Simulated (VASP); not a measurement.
SnO:

```
Sn O
1.0
     3.76215    0.00000    0.00000
     0.00000    3.76215    0.00000
     0.00000    0.00000    4.82087
Sn O
2 2
Direct
  0.50000 0.00000 0.76463
  0.00000 0.50000 0.23537
  0.00000 0.00000 0.00000
  0.50000 0.50000 0.00000
```

This cell differs from its parent crystal: volume scaled by 0.96.

Base run:

- Program: VASP 6.6.1
- Functional: PBEsol
- Potentials or basis: VASP PAW PBE potentials, release 64 (Sn_d, O)
- Cutoff: 520 eV
- k mesh: 7 × 7 × 6
- Occupations: fermi-dirac, width 0.05 eV
- Spin: no spin polarisation

Its results: band gap on the k mesh 0.22 eV, indirect (least direct gap 1.94 eV); pressure 3.9 GPa; largest force 0.764 eV/Å.

Problem. The run is repeated on the same cell with these changes: dispersion from none to D4. What comes out?

Solution. Band gap on the k mesh 0.22 eV, indirect (least direct gap 1.94 eV); pressure 2.4 GPa; largest force 0.766 eV/Å.

Dispersion adds attraction, which lowers the pressure at fixed volume and, as a term added to the energy, leaves the levels alone.

Caveats: the PAW data sets were made with another functional, which shifts forces and pressure a little; spin-orbit coupling is left out, which moves the levels of the heavy elements.

A k mesh can miss the band edges.
